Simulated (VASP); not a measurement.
# HPt16 in VASP: a series of runs

Runs on HPt16. Level: PBE. Tasks: single point.

All numbers are computed with VASP 6.6.1; they aren't measurements. Logs are shortened: lines on timing, memory, paths and dates and some standing lists are left out, and cuts for length are marked.

## 1. The cell of the first run

The cell holds a slab with vacuum, 17 atoms: a = 5.549 Å, b = 5.549 Å, c = 19.797 Å, α = 90.00°, β = 90.00°, γ = 60.00°.

## 2. Single point, PBE

Input file INCAR:

```
PREC = Accurate
ENCUT = 400
EDIFF = 1E-6
ISMEAR = 0
SIGMA = 0.1
LREAL = False
LASPH = True
NELM = 120
ALGO = Normal
ISIF = 2
LWAVE = False
LCHARG = False
GGA = PE
NBANDS = 94
GGA_COMPAT = False
NELMDL = -8
```

Input file KPOINTS:

```
Automatic mesh
0
Gamma
  6 6 1
```

Input file POSCAR:

```
HPt16
1.0
    5.5493740200      0.0000000000      0.0000000000
    2.7746870100      4.8058988800      0.0000000000
    0.0000000000      0.0000000000     19.7965673700
Pt H
16 1
Direct
    0.0000000000      0.0000000000      0.3283397510
    0.5000000000      0.0000000000      0.3283397510
    0.0000000000      0.5000000000      0.3283397510
    0.5000000000      0.5000000000      0.3283397510
    0.1666666667      0.1666666667      0.4427799170
    0.6666666667      0.1666666667      0.4427799170
    0.1666666667      0.6666666667      0.4427799170
    0.6666666667      0.6666666667      0.4427799170
    0.8333333333      0.3333333333      0.5572200830
    0.3333333333      0.3333333333      0.5572200830
    0.8333333333      0.8333333333      0.5572200830
    0.3333333333      0.8333333333      0.5572200830
    0.0000000000      0.0000000000      0.6716602490
    0.5000000000      0.0000000000      0.6716602490
    0.0000000000      0.5000000000      0.6716602490
    0.5000000000      0.5000000000      0.6716602490
    0.1666666667      0.1666666667      0.7651107935
```

Potentials or basis: VASP PAW PBE potentials, release 64 (Pt, H).

On the command line:

```console
$ cat potpaw_PBE.64/Pt/POTCAR potpaw_PBE.64/H/POTCAR > POTCAR
$ mpirun -np 1 vasp_std > vasp.out
```

OUTCAR:

```text
PREC = Accurate
   ENCUT = 400
   EDIFF = 1E-6
   ISMEAR = 0
   LREAL = False
   LASPH = True
   NELM = 120
   ISIF = 2
   GGA = PE
   NELMDL = -8

 ion  position               nearest neighbor table
   1  0.000  0.000  0.328-   6 2.77   5 2.77   7 2.77   2 2.77   2 2.77   3 2.77   4 2.77   3 2.77
                             4 2.77
   2  0.500  0.000  0.328-   5 2.77   6 2.77   8 2.77   1 2.77   1 2.77   3 2.77   4 2.77   4 2.77
                             3 2.77
   3  0.000  0.500  0.328-   8 2.77   7 2.77   5 2.77   4 2.77   4 2.77   1 2.77   2 2.77   2 2.77
                             1 2.77
   4  0.500  0.500  0.328-   7 2.77   8 2.77   6 2.77   3 2.77   3 2.77   1 2.77   2 2.77   1 2.77
                             2 2.77
   5  0.167  0.167  0.443-  10 2.77   2 2.77   9 2.77   1 2.77   3 2.77   6 2.77   6 2.77  12 2.77
                             7 2.77   8 2.77   7 2.77   8 2.77
   6  0.667  0.167  0.443-   9 2.77   1 2.77  10 2.77   2 2.77   4 2.77   5 2.77   5 2.77  11 2.77
                             7 2.77   8 2.77   8 2.77   7 2.77
   7  0.167  0.667  0.443-  12 2.77   4 2.77  11 2.77   3 2.77   1 2.77   8 2.77   8 2.77  10 2.77
                             5 2.77   6 2.77   6 2.77   5 2.77
   8  0.667  0.667  0.443-  11 2.77   3 2.77  12 2.77   4 2.77   2 2.77   7 2.77   7 2.77   9 2.77
                             5 2.77   6 2.77   5 2.77   6 2.77
   9  0.833  0.333  0.557-   6 2.77  16 2.77   5 2.77  15 2.77  13 2.77  10 2.77  10 2.77   8 2.77
                            11 2.77  12 2.77  11 2.77  12 2.77
  10  0.333  0.333  0.557-   5 2.77  15 2.77   6 2.77  16 2.77  14 2.77   9 2.77   9 2.77   7 2.77
                            11 2.77  12 2.77  12 2.77  11 2.77
  11  0.833  0.833  0.557-   8 2.77  14 2.77   7 2.77  13 2.77  15 2.77  12 2.77  12 2.77   6 2.77
                             9 2.77  10 2.77  10 2.77   9 2.77
  12  0.333  0.833  0.557-   7 2.77  13 2.77   8 2.77  14 2.77  16 2.77  11 2.77  11 2.77   5 2.77
                             9 2.77  10 2.77   9 2.77  10 2.77
  13  0.000  0.000  0.672-  12 2.77  11 2.77   9 2.77  14 2.77  14 2.77  15 2.77  16 2.77  15 2.77
                            16 2.77
  14  0.500  0.000  0.672-  11 2.77  12 2.77  10 2.77  13 2.77  13 2.77  15 2.77  16 2.77  16 2.77
                            15 2.77
  15  0.000  0.500  0.672-  10 2.77   9 2.77  11 2.77  16 2.77  16 2.77  13 2.77  14 2.77  14 2.77
                            13 2.77
  16  0.500  0.500  0.672-   9 2.77  10 2.77  12 2.77  15 2.77  15 2.77  13 2.77  14 2.77  13 2.77
                            14 2.77
  17  0.167  0.167  0.765-

  LATTYP: Found a hexagonal cell.
 ALAT       =     5.5493740231
 C/A-ratio  =     3.5673514324

  Lattice vectors:

 A1 = (  -2.7746870100,  -4.8058988800,   0.0000000000)
 A2 = (   5.5493740200,   0.0000000000,   0.0000000000)
[... 150 lines left out ...]
   POTIM  = 0.5000    time-step for ionic-motion
   TEBEG  =    0.0;   TEEND  =   0.0 temperature during run
   PSTRESS=    0.0 pullay stress
   NELECT =     161.0000    total number of electrons
   NUPDOWN=      -1.0000    fix difference up-down
   EMIN   =  10.00;   EMAX   =-10.00  energy-range for DOS
   EFERMI =   0.00;   METHOD = LEGACY
   ISMEAR =     0;   SIGMA  =   0.10  broadening in eV -4-tet -1-fermi 0-gaus
   EFERMI_NEDOS =   21; number of points for ismear=-14 and -15
   IALGO  =     38    algorithm
   IMIX   =      4    mixing-type and parameters
     AMIX     =   0.40;   BMIX     =  1.00
     AMIX_MAG =   1.60;   BMIX_MAG =  1.00
  volume/ion in A,a.u.               =      31.06       209.58
  Fermi-wavevector in a.u.,A,eV,Ry     =   1.101913  2.082314 16.520359  1.214212
  Thomas-Fermi vector in A             =   2.238348
   LORBIT       =      0    0 simple, 1 ext, 2 COOP (PROOUT), +10 PAW based schemes
   GGA     = PE    functional components
   LHFCALC =     F    Hartree Fock is set to
   AEXX    =    0.0000 exact exchange contribution
   IVDW    =     0    specifies the selected vdW correction
   LEPSILON=     F    determine dielectric tensor
   LRPA    =     F    only Hartree local field effects (RPA)
 non-spin polarized calculation
 Gauss-broadening in eV      SIGMA  =   0.10
  energy-cutoff  :      400.00
  volume of cell :      527.97
 maximum number of plane-waves:      9645
   NGX = 19   NGY = 19   NGZ = 65

 number of electron     161.0000010 magnetization

 Free energy of the ion-electron system (eV)
  ---------------------------------------------------
  ext. energy  EPLUGINS =         0.00000000
  ---------------------------------------------------
  free energy    TOTEN  =       -95.34953704 eV

  energy without entropy =      -95.21591626  energy(sigma->0) =      -95.28272665

 E-fermi :   2.0805     XC(G=0):  -7.1855

 val. band max:        2.0783035003   @ k =   0.3333  -0.0000   0.0000
 cond. band min:       2.0817557487   @ k =   0.3333  -0.0000   0.0000
 fundamental gap:      0.0034522484
 Fermi energy:         2.0804972913

 k-point     1 :       0.0000    0.0000    0.0000
  band No.  band energies     occupation
      1      -7.5484      2.00000
      2      -6.2344      2.00000
      3      -5.1155      2.00000
      4      -5.0036      2.00000
      5      -4.7759      2.00000
      6      -4.7658      2.00000
[... 654 lines left out ...]
     91       4.9666      0.00000
     92       5.0201      0.00000
 [bands above 92 left out]

------------------------ aborting loop because EDIFF is reached ----------------------------------------

  FORCE on cell =-STRESS in cart. coord.  units (eV):
  Direction    XX          YY          ZZ          XY          YZ          ZX
  --------------------------------------------------------------------------------------
  -------------------------------------------------------------------------------------
  Total       -5.1577240     -5.1577240      5.2910581      0.0000000      0.0000000      0.0000000
  in kB      -15.6516513    -15.6516513     16.0562677      0.0000000      0.0000000      0.0000000
  external PRESSURE =      -5.0823450 kB  Pullay stress =       0.0000000 kB

 VOLUME and BASIS-vectors are now :
 -----------------------------------------------------------------------------
  energy-cutoff  :      400.00
  volume of cell :      527.97
      direct lattice vectors                 reciprocal lattice vectors
     5.549374020  0.000000000  0.000000000     0.180200505 -0.104038810  0.000000000
     2.774687010  4.805898880  0.000000000     0.000000000  0.208077620  0.000000000
     0.000000000  0.000000000 19.796567370     0.000000000  0.000000000  0.050513808

 POSITION                                       TOTAL-FORCE (eV/Angst)
 -----------------------------------------------------------------------------------
      0.00000      0.00000      6.50000         0.007795      0.004501     -0.397031
      2.77469      0.00000      6.50000        -0.007795      0.004501     -0.397031
      1.38734      2.40295      6.50000        -0.000000     -0.009001     -0.397031
      4.16203      2.40295      6.50000        -0.000000      0.000000     -0.577233
      1.38734      0.80098      8.76552        -0.000000      0.000000      0.271642
      4.16203      0.80098      8.76552        -0.000000      0.066927      0.190709
[... 9 lines left out ...]
      4.16203      2.40295     13.29657        -0.000000      0.000000      0.279950
      1.38734      0.80098     15.14657        -0.000000      0.000000     -2.114676
 -----------------------------------------------------------------------------------
    total drift:                                0.000001      0.000001      0.000019

  FREE ENERGIE OF THE ION-ELECTRON SYSTEM (eV)
  ---------------------------------------------------
  free  energy   TOTEN  =       -95.3495370441 eV

  energy  without entropy=      -95.2159162613  energy(sigma->0) =      -95.28272665
```

OSZICAR:

```text
N       E                     dE             d eps       ncg     rms          rms(c)
DAV:   1     0.958720885598E+03    0.95872E+03   -0.65288E+04  1324   0.123E+03
DAV:   2    -0.342758277392E+02   -0.99300E+03   -0.92946E+03  1544   0.279E+02
DAV:   3    -0.987391195799E+02   -0.64463E+02   -0.58062E+02  1656   0.623E+01
[... 26 lines left out ...]
DAV:  30    -0.953495176593E+02   -0.22969E-04   -0.76825E-07   908   0.309E-03    0.265E-03
DAV:  31    -0.953495300176E+02   -0.12358E-04   -0.38654E-07   860   0.185E-03    0.162E-03
DAV:  32    -0.953495351738E+02   -0.51562E-05   -0.22022E-07   796   0.147E-03    0.868E-04
DAV:  33    -0.953495368257E+02   -0.16519E-05   -0.12472E-07   778   0.772E-04    0.908E-04
DAV:  34    -0.953495370441E+02   -0.21843E-06   -0.45225E-08   742   0.505E-04
   1 F= -.95349537E+02 E0= -.95282727E+02  d E =-.133621E+00
```

Wall time 19 min (1 thread of Oxide Virtual Turin-like, shared host); peak memory 0.49 GiB.

What came out:

| Property | Result |
| --- | --- |
| Free energy | -95.3495 eV |
| Largest force | 2.115 eV/Å |
| Band gap on the k mesh | zero (an odd number of electrons rules out a gap without spin polarisation) |

Forces in eV/Å, atoms in the order of the input:
```
Pt   0.008  0.005 -0.397
Pt  -0.008  0.005 -0.397
Pt   0.000 -0.009 -0.397
Pt   0.000  0.000 -0.577
Pt   0.000  0.000  0.272
Pt   0.000  0.067  0.191
Pt   0.058 -0.033  0.191
Pt  -0.058 -0.033  0.191
Pt  -0.013  0.008 -0.309
Pt   0.013  0.008 -0.309
Pt   0.000  0.000  0.368
Pt   0.000 -0.015 -0.309
Pt   0.116  0.067  1.106
Pt  -0.116  0.067  1.106
Pt   0.000 -0.134  1.106
Pt   0.000  0.000  0.280
H    0.000  0.000 -2.115
```

Levels at points of the mesh, in eV from the Fermi level:
```csv
k point,band 76,band 77,band 78,band 79,band 80,band 81,band 82,band 83,band 84,band 85
"(0.00, 0.00, 0.00)",0.21,0.27,0.27,0.27,0.50,0.52,0.52,0.58,0.59,0.59
"(0.50, 0.00, 0.00)",-0.54,-0.42,-0.37,-0.13,0.03,0.04,0.04,0.06,0.24,0.30
```

Caveat: there is no dipole correction, which matters where the two faces differ; spin-orbit coupling is left out, which moves the levels of the heavy elements.

## 3. Single point, PBE

Input file INCAR:

```
PREC = Accurate ; ENCUT = 400
EDIFF = 1E-6 ; ISMEAR = 0
SIGMA = 0.1 ; LREAL = False
LASPH = True ; NELM = 120
ALGO = Normal ; ISIF = 2
LWAVE = False ; LCHARG = False
GGA = PE ; NBANDS = 94
GGA_COMPAT = False ; NELMDL = -8
```

Input file KPOINTS:

```
regular mesh
0
Gamma
  6 6 1
```

Edit POSCAR of step 2 so:

```diff
@@ -24,2 +24,2 @@
     0.5000000000      0.5000000000      0.6716602490
-    0.1666666667      0.1666666667      0.7651107935
+    0.1666666667      0.1666666667      0.7853163167
```

Potentials or basis: VASP PAW PBE potentials, release 64 (Pt, H).

On the command line:

```console
$ cat potpaw_PBE.64/Pt/POTCAR potpaw_PBE.64/H/POTCAR > POTCAR
$ mpirun -np 1 vasp_std > vasp.out
```

It took 18 min on 1 thread of Oxide Virtual Turin-like, shared host; peak memory 0.5 GiB.

Results (log left out):

| Quantity | Value |
| --- | --- |
| Free energy | -94.5603 eV |
| Largest force | 1.774 eV/Å |
| Band gap on the k mesh | zero (an odd number of electrons rules out a gap without spin polarisation) |

Forces on the atoms (eV/Å):
```
Pt   0.007  0.004 -0.399
Pt  -0.007  0.004 -0.399
Pt   0.000 -0.009 -0.399
Pt   0.000  0.000 -0.561
Pt   0.000  0.000  0.278
Pt   0.000  0.057  0.224
Pt   0.049 -0.028  0.224
Pt  -0.049 -0.028  0.224
Pt  -0.003  0.002 -0.292
Pt   0.003  0.002 -0.292
Pt   0.000  0.000  0.247
Pt   0.000 -0.003 -0.292
Pt   0.086  0.050  0.968
Pt  -0.086  0.050  0.968
Pt   0.000 -0.100  0.968
Pt   0.000  0.000  0.307
H    0.000  0.000 -1.774
```

Levels at points of the mesh, in eV from the Fermi level:
```csv
k point,band 75,band 76,band 77,band 78,band 79,band 80,band 81,band 82,band 83,band 84
"(0.00, 0.00, 0.00)",0.10,0.17,0.27,0.27,0.27,0.53,0.55,0.55,0.58,0.59
"(0.50, 0.00, 0.00)",-0.54,-0.53,-0.44,-0.35,-0.18,0.04,0.05,0.06,0.06,0.27
```

Caveat: there is no dipole correction, which matters where the two faces differ; spin-orbit coupling is left out, which moves the levels of the heavy elements.
